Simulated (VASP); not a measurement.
# Cu in VASP: notebook

The runs below take Cu through single point, with PBEsol.

Program: VASP 6.6.1. These are calculated values, not measurements. Logs are shortened: lines on timing, memory, paths and dates and some standing lists are left out, and cuts for length are marked.

## Step 1: The cell of the first run

The typed cell holds 4 atoms: a = 2.556 Å, b = 2.556 Å, c = 6.953 Å, α = 90.00°, β = 90.00°, γ = 90.07°.

## Step 2: Single point, PBEsol

Contents of INCAR:

```
ALGO     = Normal         # electronic algorithm
EDIFF    = 1E-6           # SCF threshold, eV
ENCUT    = 520            # plane-wave cutoff, eV
GGA      = PS             # functional
ISIF     = 2              # what is computed and relaxed
ISMEAR   = 0              # smearing method
LASPH    = T              # aspherical terms in the spheres
LCHARG   = F              # write CHGCAR
LREAL    = F              # projectors in reciprocal space
LWAVE    = F              # write WAVECAR
NBANDS   = 30             # bands
NELM     = 100            # most SCF steps
PREC     = Accurate       # precision mode
SIGMA    = 0.1            # smearing width, eV
```

Contents of KPOINTS:

```
k-points
0
Gamma
  6 6 4
```

Contents of POSCAR:

```
Cu
1.0
    1.8065015302     -1.8087015082      0.0000000000
    1.8065015302      1.8087015082      0.0000000000
    0.0000000000      0.0000000000      6.9534863632
Cu
4
Direct
    0.7499570466      0.2500429534      0.1249944539
    0.7500429534      0.2499570466      0.6249944539
    0.2500429534      0.7499570466      0.8750055461
    0.2499570466      0.7500429534      0.3750055461
```

Potentials or basis: VASP PAW PBE potentials, release 64 (Cu).

The run is started by

```sh
cat potpaw_PBE.64/Cu/POTCAR > POTCAR
mpirun -np 1 vasp_std > vasp.out
```

OUTCAR:

```text
EDIFF = 1E-6
   ENCUT = 520
   GGA = PS
   ISIF = 2
   ISMEAR = 0
   LASPH = T
   LREAL = F
   NELM = 100
   PREC = Accurate

 ion  position               nearest neighbor table
   1  0.750  0.250  0.125-   3 2.51   3 2.51   4 2.51   4 2.51   3 2.51   4 2.51   4 2.51   3 2.51

   2  0.750  0.250  0.625-   4 2.51   4 2.51   3 2.51   3 2.51   4 2.51   3 2.51   3 2.51   4 2.51

   3  0.250  0.750  0.875-   1 2.51   1 2.51   2 2.51   2 2.51   1 2.51   2 2.51   2 2.51   1 2.51

   4  0.250  0.750  0.375-   2 2.51   2 2.51   1 2.51   1 2.51   2 2.51   1 2.51   1 2.51   2 2.51

  LATTYP: Found a base centered orthorhombic cell.
 ALAT       =     3.6130030604
 B/A-ratio  =     1.0012178113
 C/A-ratio  =     1.9245725085

  Lattice vectors:

 A1 = (   1.8065015302,  -1.8087015082,   0.0000000000)
 A2 = (   1.8065015302,   1.8087015082,   0.0000000000)
 A3 = (   0.0000000000,   0.0000000000,   6.9534863632)

Analysis of symmetry for initial positions (statically):
=====================================================================
 Subroutine PRICEL returns:
 Original cell was already a primitive cell.

 Routine SETGRP: Setting up the symmetry group for a
 base centered orthorhombic supercell.

 Subroutine GETGRP returns: Found  8 space group operations
 (whereof  4 operations were pure point group operations)
 out of a pool of  8 trial point group operations.

The static configuration has the point symmetry C_2h.
 The point group associated with its full space group is D_2h.

Analysis of symmetry for dynamics (positions and initial velocities):
=====================================================================
 Subroutine PRICEL returns:
 Original cell was already a primitive cell.

 Routine SETGRP: Setting up the symmetry group for a
 base centered orthorhombic supercell.

 Subroutine GETGRP returns: Found  8 space group operations
 (whereof  4 operations were pure point group operations)
 out of a pool of  8 trial point group operations.

The dynamic configuration has the point symmetry C_2h.
 The point group associated with its full space group is D_2h.

 Subroutine INISYM returns: Found  8 space group operations
 (whereof  4 operations are pure point group operations),
 and found     1 'primitive' translations

----------------------------------------------------------------------------------------

                                     Primitive cell

  volume of cell :      45.4399

  direct lattice vectors                    reciprocal lattice vectors
     1.806501530 -1.808701508  0.000000000     0.276778066 -0.276441413  0.000000000
     1.806501530  1.808701508  0.000000000     0.276778066  0.276441413  0.000000000
     0.000000000  0.000000000  6.953486363     0.000000000  0.000000000  0.143812751

  length of vectors
     2.556335057  2.556335057  6.953486363     0.391185317  0.391185317  0.143812751

  position of ions in fractional coordinates (direct lattice)
     0.749957047  0.250042953  0.124994454
     0.750042953  0.249957047  0.624994454
     0.250042953  0.749957047  0.875005546
     0.249957047  0.750042953  0.375005546

  ion indices of the primitive-cell ions
   primitive index   ion index
                 1           1
                 2           2
                 3           3
                 4           4

----------------------------------------------------------------------------------------

 KPOINTS: k-points

Automatic generation of k-mesh.
 Grid dimensions read from file:
 generate k-points for:    6    6    4

 Generating k-lattice:

  Cartesian coordinates                     Fractional coordinates (reciprocal lattice)
     0.046129678 -0.046073569  0.000000000     0.166666667  0.000000000  0.000000000
     0.046129678  0.046073569  0.000000000     0.000000000  0.166666667  0.000000000
     0.000000000  0.000000000  0.035953188     0.000000000  0.000000000  0.250000000

  Length of vectors
     0.065197553  0.065197553  0.035953188

  Shift w.r.t. Gamma in fractional coordinates (k-lattice)
     0.000000000  0.000000000  0.000000000

 Subroutine IBZKPT returns following result:
 ===========================================

 Found     39 irreducible k-points:

 Following reciprocal coordinates:
            Coordinates               Weight
  0.000000  0.000000  0.000000      1.000000
  0.166667  0.000000  0.000000      4.000000
  0.333333 -0.000000  0.000000      4.000000
  0.500000  0.000000  0.000000      2.000000
  0.166667  0.166667  0.000000      2.000000
  0.333333  0.166667  0.000000      4.000000
[... 16 lines left out ...]
  0.333333  0.333333  0.250000      4.000000
  0.500000  0.333333  0.250000      8.000000
 [... further k-points ...]
   k-points           NKPTS =     39   k-points in BZ     NKDIM =     39   number of bands    NBANDS=     30
   number of dos      NEDOS =    301   number of ions     NIONS =      4
   total plane-waves  NPLWV =  21600
   dimension x,y,z NGX =    20 NGY =   20 NGZ =   54
   dimension x,y,z NGXF=    40 NGYF=   40 NGZF=  108
   ions per type =               4
   NGX,Y,Z   is equivalent  to a cutoff of  13.01, 13.01, 12.91 a.u.
   NGXF,Y,Z  is equivalent  to a cutoff of  26.01, 26.01, 25.82 a.u.
 SYSTEM =  unknown system
   PREC   = accura    normal or accurate (medium, high low for compatibility)
   ISTART =      0    job   : 0-new  1-cont  2-samecut
   ICHARG =      2    charge: 1-file 2-atom 10-const
   ISPIN  =      1    spin polarized calculation?
   LNONCOLLINEAR =      F non collinear calculations
   LSORBIT =      F    spin-orbit coupling
   LASPH  =      T    aspherical Exc in radial PAW
   ENCUT  =  520.0 eV  38.22 Ry    6.18 a.u.   4.75  4.75 12.93*2*pi/ulx,y,z
   NELM   =    100;   NELMIN=  2; NELMDL= -5     # of ELM steps
   EDIFF  = 0.1E-05   stopping-criterion for ELM
   LREAL  =      F    real-space projection
   EDIFFG = 0.1E-04   stopping-criterion for IOM
   NSW    =      0    number of steps for IOM
   IBRION =     -1    ionic relax: 0-MD 1-quasi-New 2-CG
   NFREE  =      0    steps in history (QN), initial steepest desc. (CG)
   ISIF   =      2    stress and relaxation
   ISYM   =      2    0-nonsym 1-usesym 2-fastsym
   POTIM  = 0.5000    time-step for ionic-motion
   TEBEG  =    0.0;   TEEND  =   0.0 temperature during run
   PSTRESS=    0.0 pullay stress
   NELECT =      44.0000    total number of electrons
   NUPDOWN=      -1.0000    fix difference up-down
   EMIN   =  10.00;   EMAX   =-10.00  energy-range for DOS
   EFERMI =   0.00;   METHOD = LEGACY
   ISMEAR =     0;   SIGMA  =   0.10  broadening in eV -4-tet -1-fermi 0-gaus
   EFERMI_NEDOS =   21; number of points for ismear=-14 and -15
   IALGO  =     38    algorithm
   IMIX   =      4    mixing-type and parameters
     AMIX     =   0.40;   BMIX     =  1.00
     AMIX_MAG =   1.60;   BMIX_MAG =  1.00
  volume/ion in A,a.u.               =      11.36        76.66
  Fermi-wavevector in a.u.,A,eV,Ry     =   1.619620  3.060638 35.690377  2.623169
  Thomas-Fermi vector in A             =   2.713691
   LORBIT       =      0    0 simple, 1 ext, 2 COOP (PROOUT), +10 PAW based schemes
   GGA     = PS    functional components
   LHFCALC =     F    Hartree Fock is set to
   AEXX    =    0.0000 exact exchange contribution
   IVDW    =     0    specifies the selected vdW correction
   LEPSILON=     F    determine dielectric tensor
   LRPA    =     F    only Hartree local field effects (RPA)
 non-spin polarized calculation
 Gauss-broadening in eV      SIGMA  =   0.10
  energy-cutoff  :      520.00
  volume of cell :       45.44
 maximum number of plane-waves:      1244
   NGX =  9   NGY =  9   NGZ = 25

 number of electron      43.9999975 magnetization

 Free energy of the ion-electron system (eV)
  ---------------------------------------------------
  ext. energy  EPLUGINS =         0.00000000
  ---------------------------------------------------
  free energy    TOTEN  =       -17.14732122 eV

  energy without entropy =      -17.14203274  energy(sigma->0) =      -17.14467698

 E-fermi :   7.8948     XC(G=0): -13.1353

 val. band max:        7.7771085524   @ k =   0.5000   0.1667   0.2500
 cond. band min:       7.9065745935   @ k =   0.3333  -0.0000   0.2500
 fundamental gap:      0.1294660411
 Fermi energy:         7.8947967004

 k-point     1 :       0.0000    0.0000    0.0000
  band No.  band energies     occupation
      1      -1.7987      2.00000
      2       1.1664      2.00000
      3       1.1667      2.00000
      4       2.8114      2.00000
      5       3.2495      2.00000
      6       4.0435      2.00000
[... 22 lines left out ...]
     29      24.9923      0.00000
     30      24.9930      0.00000

 k-point     2 :       0.1667    0.0000    0.0000
  band No.  band energies     occupation
      1      -1.1311      2.00000
      2       1.6562      2.00000
      3       1.6564      2.00000
      4       3.1019      2.00000
      5       3.4278      2.00000
      6       4.1213      2.00000
[... 22 lines left out ...]
     29      21.5755      0.00000
     30      25.7417      0.00000

 k-point     3 :       0.3333   -0.0000    0.0000
  band No.  band energies     occupation
      1       0.7141      2.00000
      2       2.4272      2.00000
      3       2.4273      2.00000
      4       3.6529      2.00000
      5       3.7869      2.00000
      6       4.3157      2.00000
[... 22 lines left out ...]
     29      22.7529      0.00000
     30      23.5422      0.00000

 k-point     4 :       0.5000    0.0000    0.0000
  band No.  band energies     occupation
      1       2.5818      2.00000
      2       2.5818      2.00000
      3       2.9033      2.00000
      4       2.9033      2.00000
      5       4.2848      2.00000
      6       4.2848      2.00000
[... 22 lines left out ...]
     29      19.6407      0.00000
     30      19.6407      0.00000

 k-point     5 :       0.1667    0.1667    0.0000
  band No.  band energies     occupation
      1      -0.4844      2.00000
      2       2.1413      2.00000
      3       2.1415      2.00000
      4       3.3172      2.00000
      5       3.6458      2.00000
      6       4.1209      2.00000
[... 22 lines left out ...]
     29      19.9204      0.00000
     30      20.7336      0.00000
[... 526 lines left out ...]
     29      19.8492      0.00000
     30      20.8853      0.00000

 k-point    22 :      -0.1667    0.1667    0.2500
  band No.  band energies     occupation
      1      -0.2974      2.00000
      2       1.1173      2.00000
      3       3.0163      2.00000
      4       3.3532      2.00000
      5       3.6862      2.00000
      6       3.9524      2.00000
[... 22 lines left out ...]
     29      19.4347      0.00000
     30      21.6691      0.00000

 k-point    23 :       0.3333    0.3333    0.2500
  band No.  band energies     occupation
      1       2.4437      2.00000
      2       3.3134      2.00000
      3       3.3706      2.00000
      4       3.6509      2.00000
      5       3.6840      2.00000
      6       3.7235      2.00000
[... 22 lines left out ...]
     29      17.7032      0.00000
     30      18.8141      0.00000

 k-point    24 :       0.5000    0.3333    0.2500
  band No.  band energies     occupation
      1       2.9963      2.00000
      2       2.9981      2.00000
      3       3.5119      2.00000
      4       3.5121      2.00000
      5       3.5374      2.00000
      6       3.5382      2.00000
[... 22 lines left out ...]
     29      18.1101      0.00000
     30      18.1260      0.00000

 [... further k-points ...]

------------------------ aborting loop because EDIFF is reached ----------------------------------------

  FORCE on cell =-STRESS in cart. coord.  units (eV):
  Direction    XX          YY          ZZ          XY          YZ          ZX
  --------------------------------------------------------------------------------------
  -------------------------------------------------------------------------------------
  Total        0.2405046      0.1992404      0.1724952      0.0000000      0.0000000      0.0000000
  in kB        8.4800066      7.0250626      6.0820473      0.0000000      0.0000000      0.0000000
  external PRESSURE =       7.1957055 kB  Pullay stress =       0.0000000 kB

 VOLUME and BASIS-vectors are now :
 -----------------------------------------------------------------------------
  energy-cutoff  :      520.00
  volume of cell :       45.44
      direct lattice vectors                 reciprocal lattice vectors
     1.806501530 -1.808701508  0.000000000     0.276778066 -0.276441413  0.000000000
     1.806501530  1.808701508  0.000000000     0.276778066  0.276441413  0.000000000
     0.000000000  0.000000000  6.953486363     0.000000000  0.000000000  0.143812751

 POSITION                                       TOTAL-FORCE (eV/Angst)
 -----------------------------------------------------------------------------------
      1.80650     -0.90420      0.86915         0.000000     -0.000671      0.000609
      1.80650     -0.90451      4.34589         0.000000      0.000671      0.000609
      1.80650      0.90420      6.08434         0.000000      0.000671     -0.000609
      1.80650      0.90451      2.60760         0.000000     -0.000671     -0.000609
 -----------------------------------------------------------------------------------
    total drift:                                0.000000      0.000000      0.000000

  FREE ENERGIE OF THE ION-ELECTRON SYSTEM (eV)
  ---------------------------------------------------
  free  energy   TOTEN  =       -17.1473212169 eV

  energy  without entropy=      -17.1420327369  energy(sigma->0) =      -17.14467698
```

It took 43 s on 1 thread of Intel Xeon Platinum 8375C at 2.90GHz (Ice Lake), shared host; peak memory 0.17 GiB.

What came out:

* Free energy: -17.1473 eV
* Pressure: 0.7 GPa
* Band gap on the k mesh: zero (bands 22 and 23 overlap by 4.55 eV)

Stress tensor (GPa, compression positive):
```
0.85 0.00 0.00
0.00 0.70 0.00
0.00 0.00 0.61
```

Caveat: the k points lie up to 0.41 Å⁻¹ apart, too coarse for converged energies and pressures of a metal; the PAW data sets were made with another functional, which shifts forces and pressure a little.

(Part 1 of 2 ends here.)

The gap in the log of VASP goes by the Fermi energy; the results here count the filled bands.